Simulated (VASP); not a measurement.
InAs, 2 atoms in the cell. The structure is cubic, space group F-43m (No. 216). Conventional cell: a = 6.036 Å, b = 6.036 Å, c = 6.036 Å, α = 90.00°, β = 90.00°, γ = 90.00°. Within 3.4 Å of In (site symmetry -43m) lie 4 As at 2.61 Å. Within 3.4 Å of As (site symmetry -43m) lie 4 In at 2.61 Å. 

```yaml
Program: VASP 6.6.1
Task: relaxation of cell and atoms
Functional: PBEsol
Potentials_or_basis: VASP PAW PBE potentials, release 64 (In_d, As)
Cutoff: 600 eV
k_mesh: 8 × 8 × 8
Occupations: fermi-dirac, width 0.05 eV
Spin: no spin polarisation
Dipole_correction: no
Further_INCAR_settings: ALGO = Normal; EDIFF = 1e-06; IBRION = 2; EDIFFG = -0.01; NSW = 80; ISIF = 3
```

Potentials or basis: VASP PAW PBE potentials, release 64 (In_d, As).

Run with:

```sh
$ cat potpaw_PBE.64/In_d/POTCAR potpaw_PBE.64/As/POTCAR > POTCAR
$ mpirun -np 1 vasp_std > vasp.out
```

Hardware: 1 thread of Intel Xeon 6975P-C (shared host).

**Question.** How long does it take, and how much memory?

**Answer.** Run time: 56 s on 1 thread of Intel Xeon 6975P-C, with other jobs on the host, peak memory 0.23 GiB. Counts: scf iterations 28, k points 29, ion steps 3.
